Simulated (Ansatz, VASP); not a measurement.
One calculation of BaTiO3, two programs

```
Ba Ti O
1.0
     4.07216    0.00000    0.00000
     0.00000    4.07216    0.00000
     0.00000    0.00000    4.07216
Ba Ti O
1 1 3
Direct
  0.50000 0.50000 0.50000
  0.00000 0.00000 0.00000
  0.50000 0.00000 0.00000
  0.00000 0.50000 0.00000
  0.00000 0.00000 0.50000
```

Alike in both runs: task single point; functional PBE; k mesh 8 × 8 × 8; occupations gaussian, width 0.05 eV; no spin polarisation.

```csv
,VASP,Ansatz
version,VASP 6.6.1,Ansatz 0.2.0
potentials or method,"VASP PAW PBE potentials, release 64 (Ba_sv, Ti_sv, O), cutoff 520 eV","scalar-relativistic, plane waves, PAW"
valence electrons in the cell,40,40
```

Ansatz gave:

```
gap on the k mesh at the Fermi level (eV) : 1.70
least direct gap on the mesh (eV)         : 1.85
pressure (GPa)                            : -5.9
```

Problem. Which values does VASP return?

Solution. gap on the k mesh at the Fermi level (eV): 1.64; least direct gap on the mesh (eV): 1.83; pressure (GPa): -4.4.

The functional is the same, so the differences come from potentials, cutoffs and numerics.

Spin-orbit coupling is off throughout.
